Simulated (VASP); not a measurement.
# C4F (R-3m) in VASP: a series of runs, part 2 of 2

VASP 6.6.1. Earlier steps stand in the parts before.

### 3 Single point, PBE+D3(BJ)

This run uses another cell than the first one, of 13.56 Å³/atom.

Input file INCAR:

```
ALGO = Normal
EDIFF = 1E-6
ENCUT = 600
GGA = PE
GGA_COMPAT = F
ISIF = 2
ISMEAR = 0
IVDW = 12
LASPH = T
LCHARG = F
LREAL = F
LWAVE = F
NBANDS = 20
NELM = 120
PREC = Accurate
SIGMA = 0.1
```

Input file KPOINTS:

```
k-points
0
Gamma
  6 6 6
```

Input file POSCAR:

```
C4F
1.0
    2.3326612100      1.3467625800      3.5970706300
   -2.3326612100      1.3467625800      3.5970706300
    0.0000000000     -2.6935251500      3.5970706300
C F
4 1
Direct
    0.5000000000      0.5000000000      0.0000000000
    0.0000000000      0.5000000000      0.5000000000
    0.5000000000      0.0000000000      0.5000000000
    0.5000000000      0.5000000000      0.5000000000
    0.0000000000      0.0000000000      0.0000000000
```

Potentials or basis: VASP PAW PBE potentials, release 64 (C, F).

The run is started by

```sh
> cat potpaw_PBE.64/C/POTCAR potpaw_PBE.64/F/POTCAR > POTCAR
> mpirun -np 1 vasp_std > vasp.out
```

Wall time 48 s (1 thread of Intel Xeon Platinum 8259CL at 2.50GHz (Skylake/Cascade Lake), shared host); peak memory 0.22 GiB.

Results (log left out):

```yaml
Free_energy: -20.5203 eV
Pressure: -26.2 GPa
Band_gap_on_the_k_mesh: zero (an odd number of electrons rules out a gap without spin polarisation)
Dispersion_energy_per_atom: -0.144 eV
```

Stress tensor (GPa, compression positive):
```
-23.58   0.00   0.00
  0.00 -23.58   0.00
  0.00   0.00 -31.47
```

Levels at points of the mesh, in eV from the Fermi level:
```csv
k point,band 10,band 11,band 12,band 13,band 14,band 15
"(0.00, 0.00, 0.00)",-1.74,-1.59,-1.59,1.00,1.00,4.21
"(0.50, 0.00, 0.00)",-1.91,-1.44,1.19,1.31,1.33,1.75
"(0.50, 0.50, 0.00)",-1.88,1.11,1.28,1.30,1.47,1.68
"(0.50, 0.50, 0.50)",0.78,0.78,1.40,1.40,1.74,1.74
```

Caveat: the stress differs along the axes, from -31 to -24 GPa; an odd number of electrons without spin polarisation forces a metal; a magnetic or distorted state may lie lower.

### 4 Single point, PBE+D3(BJ), collinear spin

Input file INCAR:

```
SYSTEM = C4F
ALGO     = Normal         ! electronic algorithm
EDIFF    = 1E-6           ! SCF threshold, eV
ENCUT    = 600            ! plane-wave cutoff, eV
GGA      = PE             ! functional
GGA_COMPAT= .FALSE.      
ISIF     = 2              ! what is computed and relaxed
ISMEAR   = 0              ! smearing method
ISPIN    = 2              ! spin polarisation
IVDW     = 12             ! dispersion correction
LASPH    = .TRUE.         ! aspherical terms in the spheres
LCHARG   = .FALSE.        ! write CHGCAR
LORBIT   = 11             ! projections on sites
LREAL    = .FALSE.        ! projectors in reciprocal space
LWAVE    = .FALSE.        ! write WAVECAR
MAGMOM   = 1 1 1 1 1      ! initial moments
NBANDS   = 24             ! bands
NELM     = 200            ! most SCF steps
PREC     = Accurate       ! precision mode
SIGMA    = 0.1            ! smearing width, eV
```

Input file KPOINTS:

```
k-points
0
G
  6 6 6
  0 0 0
```

POSCAR: that of step 3 with these lines changed.

```diff
@@ -2,5 +2,5 @@
 1.0
-    2.3326612100      1.3467625800      3.5970706300
-   -2.3326612100      1.3467625800      3.5970706300
-    0.0000000000     -2.6935251500      3.5970706300
+    2.0896147581      1.2064396431      2.5512305769
+   -2.0896147581      1.2064396431      2.5512305769
+    0.0000000000     -2.4128792862      2.5512305769
 C F
```

The run is started by

```sh
> cat potpaw_PBE.64/C/POTCAR potpaw_PBE.64/F/POTCAR > POTCAR
> mpirun -np 1 vasp_std > vasp.out
```

Run time: 68 s. Hardware: 1 thread of Intel Xeon Platinum 8259CL at 2.50GHz (Skylake/Cascade Lake), shared host; peak memory 0.21 GiB.

It converged, with:

```yaml
Free_energy: -25.1035 eV
Pressure: -0.4 GPa
Net_moment: 0.00 μB per cell
Valence_electrons_inside_the_program's_atomic_spheres: C 2.13, 2.19 (each value once); F 5.99
Dispersion_energy_per_atom: -0.134 eV
```

Stress tensor (GPa, compression positive):
```
-0.47  0.00  0.00
 0.00 -0.47  0.00
 0.00  0.00 -0.22
```

Levels at points of the mesh, in eV from the Fermi level:
Spin up:
```tsv
k point	band 9	band 10	band 11	band 12	band 13	band 14
(0.00, 0.00, 0.00)	-4.61	-4.38	-2.14	-2.04	1.25	1.25
(0.50, 0.00, 0.00)	-3.86	-3.19	-1.65	0.61	1.17	2.08
(0.50, 0.50, 0.00)	-4.12	-3.67	0.56	1.35	1.37	1.83
(0.50, 0.50, 0.50)	-2.92	0.55	0.55	1.54	1.54	4.07
```
Spin down:
| k point | band 7 | band 8 | band 9 | band 10 | band 11 | band 12 | band 13 | band 14 | band 15 | band 16 |
| --- | --- | --- | --- | --- | --- | --- | --- | --- | --- | --- |
| (0.00, 0.00, 0.00) | -6.44 | -4.61 | -4.61 | -4.38 | -2.14 | -2.04 | 1.25 | 1.25 | 5.25 | 6.61 |
| (0.50, 0.00, 0.00) | -6.20 | -4.70 | -3.86 | -3.19 | -1.65 | 0.61 | 1.17 | 2.08 | 2.82 | 4.75 |
| (0.50, 0.50, 0.00) | -4.78 | -4.55 | -4.12 | -3.67 | 0.56 | 1.35 | 1.37 | 1.83 | 3.24 | 4.69 |
| (0.50, 0.50, 0.50) | -8.07 | -7.41 | -2.92 | 0.55 | 0.55 | 1.54 | 1.54 | 4.07 | 4.61 | 4.61 |

### 5 Single point, PBE+D3(BJ)

This run uses another cell than the first one, of 7.69 Å³/atom.

Input file INCAR:

```
SYSTEM = C4F
  ALGO = Normal
  EDIFF = 1E-6
  ENCUT = 600
  GGA = PE
  GGA_COMPAT = .False.
  ISIF = 2
  ISMEAR = 0
  IVDW = 12
  LASPH = .True.
  LCHARG = .False.
  LREAL = .False.
  LWAVE = .False.
  NBANDS = 20
  NELM = 120
  PREC = Accurate
  SIGMA = 0.1
```

Input file KPOINTS:

```
k-points
0
Gamma
  12 12 12
  0 0 0
```

POSCAR: that of step 4 with these lines changed.

```diff
@@ -2,5 +2,5 @@
 1.0
-    2.0896147581      1.2064396431      2.5512305769
-   -2.0896147581      1.2064396431      2.5512305769
-    0.0000000000     -2.4128792862      2.5512305769
+    2.0874094220      1.2051663917      2.5465196434
+   -2.0874094220      1.2051663917      2.5465196434
+    0.0000000000     -2.4103327835      2.5465196434
 C F
```

Potentials or basis: VASP PAW PBE potentials, release 64 (C, F).

The run is started by

```sh
> cat potpaw_PBE.64/C/POTCAR potpaw_PBE.64/F/POTCAR > POTCAR
> mpirun -np 1 vasp_std > vasp.out
```

OUTCAR:

```text
SYSTEM = C4F
   EDIFF = 1E-6
   ENCUT = 600
   GGA = PE
   ISIF = 2
   ISMEAR = 0
   IVDW = 12
   LASPH = .True.
   LREAL = .False.
   NELM = 120
   PREC = Accurate
 IVDW          = 12

 ion  position               nearest neighbor table
   1  0.500  0.500  0.000-   4 1.75   4 1.75
   2  0.000  0.500  0.500-   4 1.75   4 1.75
   3  0.500  0.000  0.500-   4 1.75   4 1.75
   4  0.500  0.500  0.500-   2 1.75   3 1.75   3 1.75   2 1.75   1 1.75   1 1.75
[... 760 lines left out ...]
  Direction    XX          YY          ZZ          XY          YZ          ZX
  --------------------------------------------------------------------------------------
  -------------------------------------------------------------------------------------
  Total      -0.07603    -0.07603    -0.07265    -0.00000     0.00000     0.00000
  in kB      -3.16927    -3.16927    -3.02808    -0.00000     0.00000     0.00000
  external pressure =       -3.12 kB  Pullay stress =        0.00 kB

 VOLUME and BASIS-vectors are now :
 -----------------------------------------------------------------------------
  energy-cutoff  :      600.00
  volume of cell :       38.44
      direct lattice vectors                 reciprocal lattice vectors
     2.087409422  1.205166392  2.546519643     0.239531352  0.138293490  0.130897609
    -2.087409422  1.205166392  2.546519643    -0.239531352  0.138293490  0.130897609
     0.000000000 -2.410332783  2.546519643     0.000000000 -0.276586981  0.130897609

 POSITION                                       TOTAL-FORCE (eV/Angst)
 -----------------------------------------------------------------------------------
      0.00000      1.20517      2.54652        -0.000000     -0.000000     -0.000000
     -1.04370     -0.60258      2.54652        -0.000000      0.000000      0.000000
      1.04370     -0.60258      2.54652         0.000000     -0.000000      0.000000
      0.00000     -0.00000      3.81978        -0.000000      0.000000      0.000000
      0.00000      0.00000      0.00000        -0.000000     -0.000000     -0.000000
 -----------------------------------------------------------------------------------
    total drift:                                0.000000     -0.000000      0.000000

  FREE ENERGIE OF THE ION-ELECTRON SYSTEM (eV)
  ---------------------------------------------------
  free  energy   TOTEN  =       -25.1075681402 eV

  energy  without entropy=      -25.0996228930  energy(sigma->0) =      -25.10359552
```

stdout:

```text
POSCAR found type information on POSCAR C F
 POSCAR found :  2 types and       5 ions
 scaLAPACK will be used
 LDA part: xc-table for (Slater+PW92), standard interpolation
 POSCAR, INCAR and KPOINTS ok, starting setup
 FFT: planning ... GRIDC
 FFT: planning ... GRID_SOFT
 FFT: planning ... GRID
 WAVECAR not read
 entering main loop
```

Wall time 2.2 min (1 thread of Intel Xeon Platinum 8259CL at 2.50GHz (Skylake/Cascade Lake), shared host); peak memory 0.27 GiB.

What came out:

```
Free energy                : -25.1076 eV
Pressure                   : -0.3 GPa
Band gap on the k mesh     : zero (an odd number of electrons rules out a gap without spin polarisation)
Dispersion energy per atom : -0.133 eV
```

Caveat: an odd number of electrons without spin polarisation forces a metal; a magnetic or distorted state may lie lower.

### 6 Summary

| spin | cell | k mesh | gap on the mesh (eV) | pressure (GPa) |
| --- | --- | --- | --- | --- |
| off | a = 3.512 Å, angles 73.0°, 5 atoms | 6 × 6 × 6 | none | -0.4 |
| off | a = 4.494 Å, angles 62.5°, 5 atoms | 6 × 6 × 6 | none | -26.2 |
| collinear | a = 3.512 Å, angles 73.0°, 5 atoms | 6 × 6 × 6 | none | -0.4 |
| off | a = 3.506 Å, angles 73.1°, 5 atoms | 12 × 12 × 12 | none | -0.3 |

Alike in all rows: task single point; level PBE+D3(BJ); potentials or basis VASP PAW PBE potentials, release 64 (C, F); cutoff (eV) 600; smearing gaussian 0.1 eV.

Caveats: an odd number of electrons without spin polarisation forces a metal (at least some runs); a magnetic or distorted state may lie lower (at least some runs); the stress differs along the axes, from -31 to -24 GPa (at least some runs).

Total energies depend on the potentials used, so only differences within one code and one set of settings carry meaning.
